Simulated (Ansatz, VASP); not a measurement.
**One calculation of PbF2, two programs**

```
Pb F
1.0
     0.00000    2.96044    2.96044
     2.96044    0.00000    2.96044
     2.96044    2.96044    0.00000
Pb F
1 2
Direct
  0.00000 0.00000 0.00000
  0.25000 0.25000 0.25000
  0.75000 0.75000 0.75000
```

Alike in both runs: task single point; functional PBE; k mesh 8 × 8 × 8; non-collinear spin, spin-orbit coupling.

```csv
,VASP,Ansatz
version,VASP 6.6.1,Ansatz 0.2.0
potentials or method,"VASP PAW PBE potentials, release 64 (Pb_d, F)","plane waves, PAW"
plane-wave cutoff (eV),520,420
occupations,"gaussian, width 0.01 eV",fixed
valence electrons in the cell,28,28
```

|  | VASP | Ansatz | Ansatz less VASP |
| --- | --- | --- | --- |
| pressure (GPa) | 2.6 | 2.8 | +0.19 |
